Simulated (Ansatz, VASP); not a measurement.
## As in VASP and in Ansatz

File INCAR:

```
PREC = Accurate
ENCUT = 520
EDIFF = 1E-7
ISMEAR = -1
SIGMA = 0.05
LREAL = False
LASPH = True
NELM = 60
ALGO = Normal
ISIF = 2
LWAVE = False
LCHARG = False
GGA = PE
NBANDS = 12
```

The input KPOINTS:

```
Automatic mesh
0
Gamma
  6 6 8
```

File POSCAR:

```
As
1.0
    4.5664000000      0.0000000000      0.0000000000
   -2.2832000000      3.9546200000      0.0000000000
    0.0000000000      0.0000000000      2.8904148000
As
2
Direct
    0.3333300000      0.6666700000      0.0000000000
    0.6666700000      0.3333300000      0.0000000000
```

Contents of input.yaml:

```yaml
crystal:
  lattice:
    - [4.5664, 0.0, 0.0]
    - [-2.2832, 3.95462, 0.0]
    - [0.0, 0.0, 2.8904148]
  atoms:
    - { symbol: As, position: [0.33333, 0.66667, 0.0] }
    - { symbol: As, position: [0.66667, 0.33333, 0.0] }
hamiltonian:
  xc: pbe
  pseudopotentials: { kind: paw }
kpoints:
  mp_grid: { grid: [6, 6, 8] }
  band_path:
    path:
      - [[0.0, 0.0, 0.0], [0.5, 0.0, 0.0], [0.3333333333, 0.3333333333, 0.0], [0.0, 0.0, 0.0], [0.0, 0.0, 0.5], [0.5, 0.0, 0.5], [0.3333333333, 0.3333333333, 0.5], [0.0, 0.0, 0.5]]
      - [[0.5, 0.0, 0.5], [0.5, 0.0, 0.0]]
      - [[0.3333333333, 0.3333333333, 0.0], [0.3333333333, 0.3333333333, 0.5]]
    npoints: 14
scf:
  occupations: { method: fermi_dirac, width: 0.05 }
  n_extra_bands: 6
output:
  forces: true
  stress: true
  eigenvalues: true
  fatbands: false
```

Alike in both runs: functional PBE; k mesh 6 × 6 × 8; occupations fermi-dirac, width 0.05 eV; no spin polarisation.

```csv
,VASP,Ansatz
version,VASP 6.6.1,Ansatz 0.2.0
potentials or method,"VASP PAW PBE potentials, release 64 (As)",Ansatz PAW
plane-wave cutoff (eV),520,420
valence electrons in the cell,10,30
task,single point,band structure
```

|  | VASP | Ansatz | Ansatz less VASP |
| --- | --- | --- | --- |
| gap on the k mesh at the Fermi level (eV) | none | none | - |
| pressure (GPa) | -0.7 | -0.9 | -0.11 |
| traceless stress, the component that is largest in VASP (GPa) | -3.90 | -3.84 | +0.065 |

A gap of «none» marks a metal or a gap that the smearing closes. VASP's potentials hold 10 valence electrons a cell and Ansatz's 30, so a difference there can come from the potentials and not from the codes.
